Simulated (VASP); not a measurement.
Runs of VASP 6.6.1 on AlN. The structure is that of space group P6_3mc (No. 186), or close to it. The cells are those of the table. 

```tsv
task	level	cell	k mesh	gap on the mesh (eV)	pressure (GPa)	largest force (eV/Å)
single point	PBE	a = 3.107, b = 3.107, c = 5.128 Å, angles 90.0, 90.0, 120.0°, 4 atoms	6 × 6 × 4	4.07	-1.2	0.01
single point	PBE	a = 3.107, b = 3.107, c = 4.829 Å, angles 90.0, 90.0, 120.0°, 4 atoms	6 × 6 × 4	4.33	10.7	0.03
dielectric tensor	r2SCAN	a = 3.107, b = 3.107, c = 4.829 Å, angles 90.0, 90.0, 120.0°, 4 atoms	9 × 9 × 4	5.01	-	-
single point	PBE	a = 3.107, b = 3.107, c = 4.929 Å, angles 90.0, 90.0, 120.0°, 4 atoms	6 × 6 × 4	4.28	6.4	0.02
single point	PBE	a = 3.107, b = 3.107, c = 4.879 Å, angles 90.0, 90.0, 120.0°, 4 atoms	6 × 6 × 4	4.31	8.5	0.03
single point	PBE	a = 3.107, b = 3.107, c = 4.779 Å, angles 90.0, 90.0, 120.0°, 4 atoms	6 × 6 × 4	4.35	12.9	(b)
single point	PBE	a = 3.107, b = 3.107, c = 5.078 Å, angles 90.0, 90.0, 120.0°, 4 atoms	6 × 6 × 4	4.16	0.6	-
single point	PBE	a = 3.107, b = 3.107, c = 5.028 Å, angles 90.0, 90.0, 120.0°, 4 atoms	6 × 6 × 4	(a)	2.4	-
```

Alike in all rows: potentials or basis VASP PAW PBE potentials, release 64 (Al, N); no spin polarisation; cutoff (eV) 520; smearing gaussian 0.01 eV.

Task: Estimate the missing entries.

Result: (a) 4.20; (b) 0.04.

Caveats: the PAW data sets were made with another functional, which shifts forces and pressure a little (some runs).

